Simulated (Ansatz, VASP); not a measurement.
# One calculation of NiO, two programs

File INCAR:

```
SYSTEM = NiO
  PREC = Accurate
  ENCUT = 520
  EDIFF = 1E-6
  ISMEAR = -1
  SIGMA = 0.05
  LREAL = .False.
  LASPH = .True.
  NELM = 100
  ALGO = Normal
  ISIF = 2
  LWAVE = .False.
  LCHARG = .False.
  ISPIN = 2
  MAGMOM = 1 0
  LORBIT = 11
  LMAXMIX = 4
  GGA = PE
  NBANDS = 19
```

The input KPOINTS:

```
Automatic mesh
0
Gamma
  11 11 11
  0 0 0
```

The input POSCAR:

```
NiO
1.0
    0.0000000000      2.0859016414      2.0859016414
    2.0859016414      0.0000000000      2.0859016414
    2.0859016414      2.0859016414      0.0000000000
Ni O
1 1
Direct
    0.0000000000      0.0000000000      0.0000000000
    0.5000000000      0.5000000000      0.5000000000
```

KPOINTS_OPT

```
path GXWKGLUWLK,UX
20
line-mode
reciprocal
 0.0000000000  0.0000000000  0.0000000000  G
 0.5000000000  0.0000000000  0.5000000000  X

 0.5000000000  0.0000000000  0.5000000000  X
 0.5000000000  0.2500000000  0.7500000000  W

 0.5000000000  0.2500000000  0.7500000000  W
 0.3750000000  0.3750000000  0.7500000000  K

 0.3750000000  0.3750000000  0.7500000000  K
 0.0000000000  0.0000000000  0.0000000000  G

 0.0000000000  0.0000000000  0.0000000000  G
 0.5000000000  0.5000000000  0.5000000000  L

 0.5000000000  0.5000000000  0.5000000000  L
 0.6250000000  0.2500000000  0.6250000000  U

 0.6250000000  0.2500000000  0.6250000000  U
 0.5000000000  0.2500000000  0.7500000000  W

 0.5000000000  0.2500000000  0.7500000000  W
 0.5000000000  0.5000000000  0.5000000000  L

 0.5000000000  0.5000000000  0.5000000000  L
 0.3750000000  0.3750000000  0.7500000000  K

 0.6250000000  0.2500000000  0.6250000000  U
 0.5000000000  0.0000000000  0.5000000000  X
```

input.yaml

```yaml
crystal:
  lattice:
    - [0.0, 2.0859016414, 2.0859016414]
    - [2.0859016414, 0.0, 2.0859016414]
    - [2.0859016414, 2.0859016414, 0.0]
  atoms:
    - { symbol: Ni, position: [0.0, 0.0, 0.0], spin: 1.0 }
    - { symbol: O, position: [0.5, 0.5, 0.5] }
hamiltonian:
  xc: pbe
  pseudopotentials: { kind: paw }
magnetization:
  spin_polarized: true
kpoints:
  mp_grid: { grid: [11, 11, 11] }
  band_path:
    path:
      - [[0.0, 0.0, 0.0], [0.5, 0.0, 0.5], [0.5, 0.25, 0.75], [0.375, 0.375, 0.75], [0.0, 0.0, 0.0], [0.5, 0.5, 0.5], [0.625, 0.25, 0.625], [0.5, 0.25, 0.75], [0.5, 0.5, 0.5], [0.375, 0.375, 0.75]]
      - [[0.625, 0.25, 0.625], [0.5, 0.0, 0.5]]
    npoints: 14
scf:
  occupations: { method: fermi_dirac, width: 0.05 }
  n_extra_bands: 6
output:
  forces: true
  stress: true
  eigenvalues: true
  fatbands: false
```

Alike in both runs: task band structure; functional PBE; k mesh 11 × 11 × 11; occupations fermi-dirac, width 0.05 eV; collinear spin, ferromagnetic start.

```csv
,VASP,Ansatz
version,VASP 6.6.1,Ansatz 0.2.0
potentials or method,"VASP PAW PBE potentials, release 64 (Ni, O)",Ansatz PAW
plane-wave cutoff (eV),520,420
valence electrons in the cell,16,24
```

Ansatz gave:

```
gap on the k mesh at the Fermi level (eV)                     : none
pressure (GPa)                                                : 5.7
net moment per atom (μB)                                      : 0.86
size of the moment on the site where the two differ most (μB) : 0.27
```

**Question.** Which values does VASP return?

**Answer.** gap on the k mesh at the Fermi level (eV): none; pressure (GPa): 5.1; net moment per atom (μB): 0.84; size of the moment on the site where the two differ most (μB): 0.25.

Site moments also hang on the region over which each program counts them. A gap of «none» marks a metal or a gap that the smearing closes. VASP's potentials hold 16 valence electrons a cell and Ansatz's 24, so a difference there can come from the potentials and not from the codes.
